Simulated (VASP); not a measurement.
Al8HRu8 (a cell with a defect): single point with PBEsol

System: Al8HRu8 (a cell with a defect).

```
Al Ru H
1.0
     0.00000    5.95263    0.00000
     0.00000    0.00000    5.95263
     5.95263    0.00000    0.00000
Al Ru H
8 8 1
Direct
  0.50147 0.99770 0.50000
  0.50174 0.50242 0.50000
  0.99853 0.99770 0.50000
  0.99826 0.50242 0.50000
  0.51382 0.99159 0.00000
  0.50123 0.50032 0.00000
  0.98618 0.99159 0.00000
  0.99877 0.50032 0.00000
  0.25000 0.25286 0.25937
  0.25000 0.75087 0.24863
  0.75000 0.24967 0.25012
  0.75000 0.74674 0.25253
  0.25000 0.25286 0.74063
  0.25000 0.75087 0.75136
  0.75000 0.24968 0.74988
  0.75000 0.74674 0.74747
  0.25000 0.14907 0.00000
```

```
Program                : VASP 6.6.1
Task                   : single point
Functional             : PBEsol
Potentials or basis    : VASP PAW PBE potentials, release 64 (Al, Ru_pv, H)
Cutoff                 : 520 eV
k mesh                 : 4 × 4 × 4, shifted
Occupations            : gaussian, width 0.1 eV
Spin                   : no spin polarisation
Dipole correction      : no
Further INCAR settings : LREAL = Auto; ALGO = Normal; EDIFF = 1e-06; NBANDS = 82
```

```yaml
Pressure: 3.0 GPa
Largest_force: 0.019 eV/Å
Band_gap_on_the_k_mesh: zero (an odd number of electrons rules out a gap without spin polarisation)
```

Forces on the atoms (eV/Å):
```
Al   0.000 -0.002 -0.002
Al   0.000 -0.001  0.003
Al   0.000  0.002 -0.002
Al   0.000  0.001  0.003
Al   0.000 -0.006  0.002
Al   0.000 -0.001  0.000
Al   0.000  0.006  0.002
Al   0.000  0.001  0.000
Ru   0.018  0.000  0.006
Ru  -0.001  0.000  0.000
Ru   0.002  0.000  0.001
Ru   0.004  0.000 -0.003
Ru  -0.018  0.000  0.006
Ru   0.001  0.000  0.000
Ru  -0.002  0.000  0.001
Ru  -0.004  0.000 -0.003
H    0.000  0.000 -0.014
```

Stress tensor (GPa, compression positive):
```
3.18 0.00 0.00
0.00 3.24 0.00
0.00 0.00 2.67
```

Levels at points of the mesh, in eV from the Fermi level:
| k point | band 64 | band 65 | band 66 | band 67 | band 68 | band 69 | band 70 | band 71 | band 72 | band 73 |
| --- | --- | --- | --- | --- | --- | --- | --- | --- | --- | --- |
| (0.12, 0.12, 0.12) | -0.21 | -0.13 | -0.10 | 0.11 | 0.14 | 0.18 | 0.82 | 0.99 | 1.49 | 1.64 |

Wall time 7 min on 1 thread of Intel Xeon 8259CL, with other jobs on the host, peak memory 0.38 GiB.

Caveat: the PAW data sets were made with another functional, which shifts forces and pressure a little.
